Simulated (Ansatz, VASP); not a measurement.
## Ta2Si2Ge: VASP beside Ansatz

```
Ta Si Ge
1.0
     3.81542    0.00000    0.00000
    -1.90771    3.30425    0.00000
     0.00000    0.00000    7.61695
Ta Si Ge
2 2 1
Direct
  0.33333 0.66667 0.78757
  0.66667 0.33333 0.21243
  0.00000 0.00000 0.19778
  0.00000 0.00000 0.80222
  0.00000 0.00000 0.50000
```

Alike in both runs: task relaxation of cell and atoms; functional PBE; k mesh 6 × 6 × 2; occupations gaussian, width 0.1 eV; no spin polarisation.

|  | VASP | Ansatz |
| --- | --- | --- |
| version | VASP 6.6.1 | Ansatz 0.2.0 |
| potentials or method | VASP PAW PBE potentials, release 64 (Ta_pv, Si, Ge_d), cutoff 600 eV | scalar-relativistic, plane waves, PAW |
| valence electrons in the cell | 44 | 48 |

```csv
,VASP,Ansatz,Ansatz less VASP
"gap on the k mesh at the Fermi level, each at its own relaxed structure (eV)",none,none,-
relaxed volume (Å³/atom),16.79,19.84,+3.056
relaxed cell length with the largest relative difference (Å),3.008,3.756,+0.7481
```

A gap of «none» marks a metal or a gap that the smearing closes. One of these differences is far larger than is usual between the two programs; its cause wasn't traced. VASP's potentials hold 44 valence electrons a cell and Ansatz's 48, so a difference there can come from the potentials and not from the codes.

The k mesh is coarse, so the values compare programs but aren't converged. Neither program's run includes spin-orbit coupling.
